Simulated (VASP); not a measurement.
A run of VASP 6.6.1 is set up as follows.

The input INCAR:

```
PREC = Accurate
ENCUT = 520
EDIFF = 1E-7
ISMEAR = 0
SIGMA = 0.05
LREAL = Auto
LASPH = T
NELM = 100
ALGO = Normal
ISIF = 2
LWAVE = F
LCHARG = T
LDIPOL = T
IDIPOL = 3
DIPOL = 0.5 0.5 0.293
LELF = T
LVHAR = T
LVACPOTAV = T
NBANDS = 68
```

File KPOINTS:

```
Automatic mesh
0
Gamma
  6 4 1
```

The input POSCAR:

```
HC12
1.0
    4.8892663280      0.0000000000      0.0000000000
   -2.4446331640      6.7739291692      0.0000000000
    0.0000000000      0.0000000000     22.7684096771
C H
24 2
Direct
    0.4020794403      0.3041588806      0.1756820110
    0.4020794403      0.8041588805      0.1756820110
    0.9020794403      0.3041588806      0.1756820110
    0.9020794403      0.8041588805      0.1756820110
    0.1630408159      0.3260816317      0.2059829668
    0.1630408159      0.8260816317      0.2059829668
    0.6630408159      0.3260816317      0.2059829668
    0.6630408159      0.8260816317      0.2059829668
    0.1846395683      0.3692791367      0.2666259491
    0.1846395683      0.8692791367      0.2666259491
    0.6846395683      0.3692791367      0.2666259491
    0.6846395683      0.8692791367      0.2666259491
    0.4461625696      0.3923265051      0.2960492075
    0.4461625696      0.8923265051      0.2960492075
    0.9461625696      0.3923265051      0.2960492075
    0.9461625696      0.8923265051      0.2960492075
    0.4715644646      0.4431294558      0.3591099590
    0.4715644646      0.9431294558      0.3591099590
    0.9715644646      0.4431294558      0.3591099590
    0.9715644646      0.9431294558      0.3591099590
    0.2327030006      0.4654044969      0.3851129614
    0.2327030006      0.9654044969      0.3851129614
    0.7327030006      0.4654044969      0.3851129614
    0.7327030006      0.9654044969      0.3851129614
    0.2327030006      0.7814163725      0.4329863094
    0.2327030006      1.1493926212      0.4329863094
```

Potentials or basis: VASP PAW LDA potentials, release 64 (C, H).

Command:

```console
$ cat potpaw_LDA.64/C/POTCAR potpaw_LDA.64/H/POTCAR > POTCAR
$ mpirun -np 1 vasp_std > vasp.out
```

Task: Estimate the largest force.

Result: 6.467 eV/Å.

Forces on the atoms (eV/Å):
```
C    0.031  0.323  1.900
C    0.249  0.330  2.031
C   -0.040  0.353  1.894
C   -0.257  0.415  2.049
C   -0.017 -0.768 -3.592
C   -0.008 -0.820 -3.771
C    0.040 -0.731 -3.442
C    0.016 -0.660 -3.255
C   -0.066  0.390  1.541
C   -0.065  0.374  1.392
C    0.065  0.377  1.439
C    0.058  0.273  1.192
C    0.107  0.066  0.184
C    0.458  0.309  0.739
C   -0.102  0.015  0.115
C   -0.463 -0.045  0.746
C    0.132  0.026 -0.505
C    2.087  0.323 -2.006
C   -0.047 -0.249 -0.711
C   -1.991 -0.812 -1.911
C   -0.283  0.554  1.155
C   -0.521  0.772  6.400
C    0.114  0.150  0.224
C    0.210  0.108 -0.299
H   -1.008  1.379 -1.538
H    1.301 -2.452 -1.970
```
